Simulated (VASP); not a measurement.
# ZnCu (Pm-3m) in VASP: notebook

Runs on ZnCu. Level: PBEsol. Tasks: single point, relaxation of cell and atoms.

All numbers are computed with VASP 6.6.1; they aren't measurements. Logs are shortened: lines on timing, memory, paths and dates and some standing lists are left out, and cuts for length are marked.

### 1 The cell of the first run

Symmetry: Pm-3m, No. 221, cubic system. Conventional cell: a = 2.937 Å, b = 2.937 Å, c = 2.937 Å, α = 90.00°, β = 90.00°, γ = 90.00°. Zn (site symmetry m-3m) has 8 Cu at 2.54 Å and 6 Zn at 2.94 Å within 3.4 Å. Cu (site symmetry m-3m) has 8 Zn at 2.54 Å and 6 Cu at 2.94 Å within 3.4 Å.

### 2 Single point, PBEsol (12.66 Å³/atom)

INCAR

```
PREC     = Accurate       # precision mode
ENCUT    = 520            # plane-wave cutoff, eV
EDIFF    = 1E-7           # SCF threshold, eV
ISMEAR   = 0              # smearing method
SIGMA    = 0.1            # smearing width, eV
LREAL    = False          # projectors in reciprocal space
LASPH    = True           # aspherical terms in the spheres
NELM     = 100            # most SCF steps
ALGO     = Normal         # electronic algorithm
ISIF     = 2              # what is computed and relaxed
LWAVE    = False          # write WAVECAR
LCHARG   = True           # write CHGCAR
GGA      = PS             # functional
LELF     = True           # ELF
LVHAR    = True         
NBANDS   = 18             # bands
```

KPOINTS

```
regular mesh
0
Gamma
  14 14 14
```

POSCAR

```
ZnCu
1.0
    2.9366724555      0.0000000000      0.0000000000
    0.0000000000      2.9366724555      0.0000000000
    0.0000000000      0.0000000000      2.9366724555
Zn Cu
1 1
Direct
    0.5000000000      0.5000000000      0.5000000000
    0.0000000000      0.0000000000      0.0000000000
```

Potentials or basis: VASP PAW PBE potentials, release 64 (Zn, Cu).

The run is started by

```bash
$ cat potpaw_PBE.64/Zn/POTCAR potpaw_PBE.64/Cu/POTCAR > POTCAR
$ mpirun -np 1 vasp_std > vasp.out
```

OUTCAR:

```text
PREC = Accurate
   ENCUT = 520
   EDIFF = 1E-7
   ISMEAR = 0
   LREAL = False
   LASPH = True
   NELM = 100
   ISIF = 2
   GGA = PS

 ion  position               nearest neighbor table
   1  0.500  0.500  0.500-   2 2.54   2 2.54   2 2.54   2 2.54   2 2.54   2 2.54   2 2.54   2 2.54

   2  0.000  0.000  0.000-   1 2.54   1 2.54   1 2.54   1 2.54   1 2.54   1 2.54   1 2.54   1 2.54

  LATTYP: Found a simple cubic cell.
 ALAT       =     2.9366724555

  Lattice vectors:

 A1 = (   2.9366724555,   0.0000000000,   0.0000000000)
 A2 = (   0.0000000000,   2.9366724555,   0.0000000000)
 A3 = (   0.0000000000,   0.0000000000,   2.9366724555)

Analysis of symmetry for initial positions (statically):
=====================================================================
 Subroutine PRICEL returns:
 Original cell was already a primitive cell.

 Routine SETGRP: Setting up the symmetry group for a
 simple cubic supercell.

 Subroutine GETGRP returns: Found 48 space group operations
 (whereof 48 operations were pure point group operations)
 out of a pool of 48 trial point group operations.

The static configuration has the point symmetry O_h .

Analysis of symmetry for dynamics (positions and initial velocities):
=====================================================================
 Subroutine PRICEL returns:
 Original cell was already a primitive cell.

 Routine SETGRP: Setting up the symmetry group for a
 simple cubic supercell.

 Subroutine GETGRP returns: Found 48 space group operations
 (whereof 48 operations were pure point group operations)
 out of a pool of 48 trial point group operations.

The dynamic configuration has the point symmetry O_h .

 Subroutine INISYM returns: Found 48 space group operations
 (whereof 48 operations are pure point group operations),
 and found     1 'primitive' translations

----------------------------------------------------------------------------------------

                                     Primitive cell

  volume of cell :      25.3260

  direct lattice vectors                    reciprocal lattice vectors
     2.936672456  0.000000000  0.000000000     0.340521463  0.000000000  0.000000000
     0.000000000  2.936672456  0.000000000     0.000000000  0.340521463  0.000000000
     0.000000000  0.000000000  2.936672456     0.000000000  0.000000000  0.340521463

  length of vectors
     2.936672456  2.936672456  2.936672456     0.340521463  0.340521463  0.340521463

[... 79 lines left out ...]
   NELM   =    100;   NELMIN=  2; NELMDL= -5     # of ELM steps
   EDIFF  = 0.1E-06   stopping-criterion for ELM
   LREAL  =      F    real-space projection
   EDIFFG = 0.1E-05   stopping-criterion for IOM
   NSW    =      0    number of steps for IOM
   IBRION =     -1    ionic relax: 0-MD 1-quasi-New 2-CG
   NFREE  =      0    steps in history (QN), initial steepest desc. (CG)
   ISIF   =      2    stress and relaxation
   ISYM   =      2    0-nonsym 1-usesym 2-fastsym
   POTIM  = 0.5000    time-step for ionic-motion
   TEBEG  =    0.0;   TEEND  =   0.0 temperature during run
   PSTRESS=    0.0 pullay stress
   NELECT =      23.0000    total number of electrons
   NUPDOWN=      -1.0000    fix difference up-down
   EMIN   =  10.00;   EMAX   =-10.00  energy-range for DOS
   EFERMI =   0.00;   METHOD = LEGACY
   ISMEAR =     0;   SIGMA  =   0.10  broadening in eV -4-tet -1-fermi 0-gaus
   EFERMI_NEDOS =   21; number of points for ismear=-14 and -15
   IALGO  =     38    algorithm
   IMIX   =      4    mixing-type and parameters
     AMIX     =   0.40;   BMIX     =  1.00
     AMIX_MAG =   1.60;   BMIX_MAG =  1.00
  volume/ion in A,a.u.               =      12.66        85.45
  Fermi-wavevector in a.u.,A,eV,Ry     =   1.585363  2.995901 34.196536  2.513374
  Thomas-Fermi vector in A             =   2.684839
   LORBIT       =      0    0 simple, 1 ext, 2 COOP (PROOUT), +10 PAW based schemes
   GGA     = PS    functional components
   LHFCALC =     F    Hartree Fock is set to
   AEXX    =    0.0000 exact exchange contribution
   IVDW    =     0    specifies the selected vdW correction
   LEPSILON=     F    determine dielectric tensor
   LRPA    =     F    only Hartree local field effects (RPA)
 non-spin polarized calculation
 Gauss-broadening in eV      SIGMA  =   0.10
  energy-cutoff  :      520.00
  volume of cell :       25.33
 maximum number of plane-waves:       707
 NGX is ok and might be reduce to    24
   NGX = 11   NGY = 11   NGZ = 11

 number of electron      22.9999994 magnetization

 Free energy of the ion-electron system (eV)
  ---------------------------------------------------
  ext. energy  EPLUGINS =         0.00000000
  ---------------------------------------------------
  free energy    TOTEN  =        -6.09379695 eV

  energy without entropy =       -6.09229551  energy(sigma->0) =       -6.09304623

 E-fermi :   5.4484     XC(G=0): -12.6136

 val. band max:        5.3452507455   @ k =   0.5000   0.5000   0.2143
 cond. band min:       5.4626792663   @ k =   0.4286   0.3571   0.2143
 fundamental gap:      0.1174285208
 Fermi energy:         5.4484405911

 k-point     1 :       0.0000    0.0000    0.0000
  band No.  band energies     occupation
      1      -4.9877      2.00000
      2      -2.4047      2.00000
      3      -2.4047      2.00000
      4      -1.6923      2.00000
      5      -1.6923      2.00000
      6      -1.6923      2.00000
[... 481 lines left out ...]
      5      -1.7444      2.00000
      6      -1.2505      2.00000
[... 10 lines left out ...]
     17      21.3154      0.00000
     18      22.2534      0.00000

 [... further k-points ...]

------------------------ aborting loop because EDIFF is reached ----------------------------------------

  FORCE on cell =-STRESS in cart. coord.  units (eV):
  Direction    XX          YY          ZZ          XY          YZ          ZX
  --------------------------------------------------------------------------------------
  -------------------------------------------------------------------------------------
  Total       -0.4921425     -0.4921425     -0.4921425     -0.0000000      0.0000000     -0.0000000
  in kB      -31.1340003    -31.1340003    -31.1340003     -0.0000000      0.0000000     -0.0000000
  external PRESSURE =     -31.1340003 kB  Pullay stress =       0.0000000 kB

 VOLUME and BASIS-vectors are now :
 -----------------------------------------------------------------------------
  energy-cutoff  :      520.00
  volume of cell :       25.33
      direct lattice vectors                 reciprocal lattice vectors
     2.936672456  0.000000000  0.000000000     0.340521463  0.000000000  0.000000000
     0.000000000  2.936672456  0.000000000     0.000000000  0.340521463  0.000000000
     0.000000000  0.000000000  2.936672456     0.000000000  0.000000000  0.340521463

 POSITION                                       TOTAL-FORCE (eV/Angst)
 -----------------------------------------------------------------------------------
      1.46834      1.46834      1.46834         0.000000      0.000000      0.000000
      0.00000      0.00000      0.00000         0.000000      0.000000      0.000000
 -----------------------------------------------------------------------------------
    total drift:                                0.000000      0.000000     -0.000000

  FREE ENERGIE OF THE ION-ELECTRON SYSTEM (eV)
  ---------------------------------------------------
  free  energy   TOTEN  =        -6.0937969465 eV

  energy  without entropy=       -6.0922955136  energy(sigma->0) =       -6.09304623
```

Wall time 38 s (1 thread of Intel Xeon Platinum 8259CL at 2.50GHz (Skylake/Cascade Lake), shared host); peak memory 0.18 GiB.

What came out:

| Item | Value |
| --- | --- |
| Free energy | -6.0938 eV |
| Pressure | -3.1 GPa |
| Band gap on the k mesh | zero (an odd number of electrons rules out a gap without spin polarisation) |

Levels at points of the mesh, in eV from the Fermi level:
```tsv
k point	band 8	band 9	band 10	band 11	band 12	band 13	band 14	band 15	band 16	band 17
(0.00, 0.00, 0.00)	-3.60	-2.75	-2.75	-2.75	6.22	6.22	6.22	11.31	11.31	12.38
(0.50, 0.00, 0.00)	-3.73	-3.31	-3.31	-2.83	-2.02	11.75	11.75	12.37	12.37	13.50
(0.50, 0.50, 0.00)	-2.90	-2.90	-2.51	-1.95	-1.95	1.78	2.12	13.97	15.57	15.57
(0.50, 0.50, 0.50)	-4.34	-2.49	-2.49	3.88	4.34	4.34	4.34	4.52	4.52	4.52
```

Caveat: the cell stands under tension; the PAW data sets were made with another functional, which shifts forces and pressure a little.

### 3 Single point, PBEsol (13.03 Å³/atom)

This run uses another cell than the first one, of 13.03 Å³/atom.

INCAR

```
PREC = Accurate
ENCUT = 520
EDIFF = 1E-6
ISMEAR = 0
SIGMA = 0.1
LREAL = False
LASPH = True
NELM = 100
ALGO = Normal
ISIF = 2
LWAVE = False
LCHARG = False
GGA = PS
NBANDS = 18
```

KPOINTS is that of step 2.

POSCAR

```
ZnCu
1.0
    2.9649114230      0.0000000000      0.0000000000
    0.0000000000      2.9649114230      0.0000000000
    0.0000000000      0.0000000000      2.9649114230
Zn Cu
1 1
Direct
    0.5000000000      0.5000000000      0.5000000000
    0.0000000000      0.0000000000      0.0000000000
```

Potentials or basis: VASP PAW PBE potentials, release 64 (Zn, Cu).

The run is started by

```bash
$ cat potpaw_PBE.64/Zn/POTCAR potpaw_PBE.64/Cu/POTCAR > POTCAR
$ mpirun -np 1 vasp_std > vasp.out
```

Run time: 37 s. Hardware: 1 thread of Intel Xeon Platinum 8259CL at 2.50GHz (Skylake/Cascade Lake), shared host; peak memory 0.18 GiB.

The run converged. Its results:

```yaml
Free_energy: -6.0722 eV
Pressure: -6.3 GPa
Band_gap_on_the_k_mesh: zero (an odd number of electrons rules out a gap without spin polarisation)
```

Levels at points of the mesh, in eV from the Fermi level:
| k point | band 9 | band 10 | band 11 | band 12 | band 13 | band 14 | band 15 | band 16 |
| --- | --- | --- | --- | --- | --- | --- | --- | --- |
| (0.00, 0.00, 0.00) | -2.69 | -2.69 | -2.69 | 6.12 | 6.12 | 6.12 | 11.13 | 11.13 |
| (0.50, 0.00, 0.00) | -3.23 | -3.23 | -2.76 | -1.99 | 11.50 | 11.50 | 12.14 | 12.14 |
| (0.50, 0.50, 0.00) | -2.84 | -2.46 | -1.85 | -1.85 | 1.66 | 2.01 | 13.67 | 15.34 |
| (0.50, 0.50, 0.50) | -2.44 | -2.44 | 3.68 | 4.27 | 4.27 | 4.27 | 4.44 | 4.44 |

Caveat: the cell stands under tension; the PAW data sets were made with another functional, which shifts forces and pressure a little.

### 4 Relaxation of cell and atoms, PBEsol

This run uses another cell than the first one, of 12.77 Å³/atom.

INCAR

```
SYSTEM = ZnCu
PREC = Accurate
ENCUT = 600
EDIFF = 1E-6
ISMEAR = 0
SIGMA = 0.1
LREAL = .False.
LASPH = .True.
NELM = 60
ALGO = Normal
ISIF = 3
LWAVE = .False.
LCHARG = .False.
GGA = PS
IBRION = 2
NSW = 100
EDIFFG = -0.005
```

KPOINTS

```
Automatic mesh
0
Gamma
  14 14 14
  0 0 0
```

POSCAR

```
ZnCu
1.0
    2.9450000000      0.0000000000      0.0000000000
    0.0000000000      2.9450000000      0.0000000000
    0.0000000000      0.0000000000      2.9450000000
Zn Cu
1 1
Direct
    0.5000000000      0.5000000000      0.5000000000
    0.0000000000      0.0000000000      0.0000000000
```

Potentials or basis: VASP PAW PBE potentials, release 64 (Zn, Cu).

The run is started by

```bash
$ cat potpaw_PBE.64/Zn/POTCAR potpaw_PBE.64/Cu/POTCAR > POTCAR
$ mpirun -np 1 vasp_std > vasp.out
```

OUTCAR:

```text
SYSTEM = ZnCu
   PREC = Accurate
   ENCUT = 600
   EDIFF = 1E-6
   ISMEAR = 0
   LREAL = .False.
   LASPH = .True.
   NELM = 60
   ISIF = 3
   GGA = PS
   IBRION = 2
   NSW = 100
   EDIFFG = -0.005

 ion  position               nearest neighbor table
   1  0.500  0.500  0.500-   2 2.55   2 2.55   2 2.55   2 2.55   2 2.55   2 2.55   2 2.55   2 2.55

   2  0.000  0.000  0.000-   1 2.55   1 2.55   1 2.55   1 2.55   1 2.55   1 2.55   1 2.55   1 2.55

  LATTYP: Found a simple cubic cell.
 ALAT       =     2.9450000000

  Lattice vectors:

 A1 = (   2.9450000000,   0.0000000000,   0.0000000000)
 A2 = (   0.0000000000,   2.9450000000,   0.0000000000)
 A3 = (   0.0000000000,   0.0000000000,   2.9450000000)

Analysis of symmetry for initial positions (statically):
=====================================================================
 Subroutine PRICEL returns:
[... 271 lines left out ...]
      8       2.0144      2.00000
      9       2.8935      2.00000
     10       2.8935      2.00000
     11       2.8935      2.00000
     12      11.9893      0.00000
     13      11.9893      0.00000
     14      11.9893      0.00000
[... 401 lines left out ...]
      2      -2.0474      2.00000
      3      -1.7793      2.00000
      4      -1.6823      2.00000
      5      -1.5559      2.00000
      6      -1.0897      2.00000
      7       1.7103      2.00000
      8       2.1092      2.00000
      9       2.4579      2.00000
     10       2.5132      2.00000
     11       2.7959      2.00000
     12       5.1313      2.00000
     13      10.2846      0.00000
     14      15.4092      0.00000
     15      16.1625      0.00000

 [... further k-points ...]

------------------------ aborting loop because EDIFF is reached ----------------------------------------

  FORCE on cell =-STRESS in cart. coord.  units (eV):
  Direction    XX          YY          ZZ          XY          YZ          ZX
  --------------------------------------------------------------------------------------
  -------------------------------------------------------------------------------------
  Total        0.0029956      0.0029956      0.0029956      0.0000000     -0.0000000      0.0000000
  in kB        0.1941580      0.1941580      0.1941580      0.0000000     -0.0000000      0.0000000
  external PRESSURE =       0.1941580 kB  Pullay stress =       0.0000000 kB
[... 17 lines left out ...]
  FREE ENERGIE OF THE ION-ELECTRON SYSTEM (eV)
  ---------------------------------------------------
  free  energy   TOTEN  =        -6.0998972677 eV

  energy  without entropy=       -6.0984588285  energy(sigma->0) =       -6.09917805

 reached required accuracy - stopping structural energy minimisation
```

CONTCAR:

```text
ZnCu
   1.00000000000000
     2.9130370317629093    0.0000000000000000   -0.0000000000000000
     0.0000000000000000    2.9130370317629093    0.0000000000000000
    -0.0000000000000000    0.0000000000000000    2.9130370317629093
  Zn              Cu
     1     1
Direct
     0.5000000000000000    0.5000000000000000    0.5000000000000000
     0.0000000000000000    0.0000000000000000    0.0000000000000000

  0.00000000E+00  0.00000000E+00  0.00000000E+00
  0.00000000E+00  0.00000000E+00  0.00000000E+00
```

Run time: 67 s. Hardware: 1 thread of Intel Xeon Platinum 8259CL at 2.50GHz (Skylake/Cascade Lake), shared host; peak memory 0.19 GiB.

What came out:

- Free energy: -6.0999 eV
- Relaxed volume: 12.36 Å³/atom
- Relaxed cell: a = 2.913 Å, b = 2.913 Å, c = 2.913 Å, α = 90.00°, β = 90.00°, γ = 90.00°
- Space group after relaxing (to 0.1 Å): Pm-3m (No. 221)
- Energy gained by relaxing: 5.5 meV/atom
- Ionic steps: 3
- Pressure after relaxing: 0.0 GPa
- Band gap on the k mesh: zero (an odd number of electrons rules out a gap without spin polarisation)

Step by step:
```csv
step,energy change (eV),largest force (eV/Å),pressure (GPa),volume (Å³)
1,0.0000,0.0000,-4.19,25.54
2,-0.0083,0.0000,2.26,24.33
3,-0.0110,0.0000,0.02,24.72
```

Final structure:
```
Zn Cu
1.0
     2.91304    0.00000    0.00000
     0.00000    2.91304    0.00000
     0.00000    0.00000    2.91304
Zn Cu
1 1
Direct
  0.50000 0.50000 0.50000
  0.00000 0.00000 0.00000
```

Caveat: the PAW data sets were made with another functional, which shifts forces and pressure a little.

### 5 The runs side by side

```tsv
task	cell	cutoff (eV)	gap on the mesh (eV)	pressure (GPa)
single point	a = 2.937 Å, 2 atoms	520	none	-3.1
single point	a = 2.965 Å, 2 atoms	520	none	-6.3
relaxation of cell and atoms	relaxed from a = 2.945 Å, 2 atoms	600	none	0.0
```

Alike in all rows: level PBEsol; potentials or basis VASP PAW PBE potentials, release 64 (Zn, Cu); no spin polarisation; k mesh 14 × 14 × 14; smearing gaussian 0.1 eV.

Caveats: the PAW data sets were made with another functional, which shifts forces and pressure a little; the cell stands under tension (at least some runs).

Absolute energies hang on the potentials; compare differences alone.
